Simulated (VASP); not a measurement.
Runs of VASP 6.6.1 on W. The structure is that of space group P6_3/mmc (No. 194), or close to it. The cells are those of the table. 

```tsv
task	cell	k mesh	cutoff (eV)	gap on the mesh (eV)	pressure (GPa)	relaxed volume (Å³/atom)
relaxation of cell and atoms	relaxed from a = 2.778, b = 2.778, c = 4.968 Å, angles 90.0, 90.0, 120.0°, 2 atoms	9 × 9 × 4	600	none	-0.2	16.60
relaxation of cell and atoms	relaxed from a = 2.913, b = 2.913, c = 4.729 Å, angles 90.0, 90.0, 120.0°, 2 atoms	6 × 6 × 4	600	none	0.0	16.63
single point	a = 2.779, b = 2.779, c = 4.949 Å, angles 90.0, 90.0, 120.0°, 2 atoms	9 × 9 × 4	520	none	0.5	-
single point	a = 2.778, b = 2.778, c = 4.968 Å, angles 90.0, 90.0, 120.0°, 2 atoms	6 × 6 × 4	520	none	(a)	-
single point	a = 2.913, b = 2.913, c = 4.729 Å, angles 90.0, 90.0, 120.0°, 2 atoms	9 × 9 × 4	520	none	(b)	-
relaxation of cell and atoms	relaxed from a = 2.779, b = 2.779, c = 4.949 Å, angles 90.0, 90.0, 120.0°, 2 atoms	18 × 18 × 8	600	none	0.0	16.56
```

Alike in all rows: level PBE; potentials or basis VASP PAW PBE potentials, release 64 (W_sv); no spin polarisation; smearing gaussian 0.1 eV.

Fill in the values left out.

(a) 0.4; (b) -13.6.

Caveats: some runs use coarse meshes; spin-orbit coupling is left out, which moves the levels of the heavy elements.

A k mesh can miss the band edges, and the runs leave out spin-orbit coupling on W.

A gap of «none» marks levels without a gap at the run's occupations.
